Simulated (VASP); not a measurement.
Input of a VASP 6.6.1 run:

The input INCAR:

```
PREC = Accurate
ENCUT = 520
EDIFF = 1E-6
ISMEAR = 0
SIGMA = 0.1
LREAL = F
LASPH = T
NELM = 60
ALGO = Normal
ISIF = 2
LWAVE = F
LCHARG = F
GGA = PE
NBANDS = 41
```

Contents of KPOINTS:

```
Automatic mesh
0
Gamma
  8 8 14
```

File POSCAR:

```
V2O
1.0
    4.7563197797      0.0000000000      0.0000000000
    0.0000000000      5.0964551767      0.0000000000
    0.0000000000      0.0000000000      2.6231157461
V O
4 2
Direct
    0.2250865550      0.3250118464      0.0000000000
    0.7749134450      0.6749881536      0.0000000000
    0.7250865550      0.1749881536      0.5000000000
    0.2749134450      0.8250118464      0.5000000000
    0.0000000000      0.0000000000      0.0000000000
    0.5000000000      0.5000000000      0.5000000000
```

Potentials or basis: VASP PAW PBE potentials, release 64 (V_sv, O).

Command:

```bash
$ cat potpaw_PBE.64/V_sv/POTCAR potpaw_PBE.64/O/POTCAR > POTCAR
$ mpirun -np 1 vasp_std > vasp.out
```

(1) Predict the band gap on the k mesh.

(2) Predict the largest force.

## Answers

(1) zero (bands 32 and 33 overlap by 0.72 eV).

(2) 0.021 eV/Å.

Caveat: the run has no spin polarisation, though such a crystal can be magnetic.
